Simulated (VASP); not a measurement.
Sb:

```
CELL_PARAMETERS angstrom
0.00000 2.37124 2.37124
2.37124 0.00000 2.37124
2.37124 2.37124 0.00000
ATOMIC_POSITIONS crystal
Sb 0.00000 0.00000 0.00000
```

| Property | Result |
| --- | --- |
| Program | VASP 6.6.1 |
| Task | relaxation of cell and atoms |
| Functional | revPBE |
| Dispersion | D4 |
| Potentials or basis | VASP PAW PBE potentials, release 64 (Sb) |
| Cutoff | 600 eV |
| k mesh | 10 × 10 × 10 |
| Occupations | fermi-dirac, width 0.05 eV |
| Spin | no spin polarisation |

At the start: pressure -2.4 GPa; volume 26.67 Å³/atom.

Task: Where does the relaxation end?

Result: Over 3 steps the energy falls by 8.3 meV/atom and the volume is 25.60 Å³/atom (-4.0 %); space group Fm-3m (No. 225, to 0.05 Å).

The path:
| step | energy change (eV) | largest force (eV/Å) | pressure (GPa) | volume (Å³) |
| --- | --- | --- | --- | --- |
| 1 | 0.0000 | 0.0000 | -2.39 | 26.67 |
| 2 | -0.0068 | 0.0000 | 1.17 | 25.16 |
| 3 | -0.0083 | 0.0000 | 0.01 | 25.60 |

Final structure:
```
CELL_PARAMETERS angstrom
0.00000 2.33912 2.33912
2.33912 0.00000 2.33912
2.33912 2.33912 0.00000
ATOMIC_POSITIONS crystal
Sb 0.00000 0.00000 0.00000
```

Caveat: the PAW data sets were made with another functional, which shifts forces and pressure a little; pairwise dispersion overbinds metals, which lowers pressure and volume.
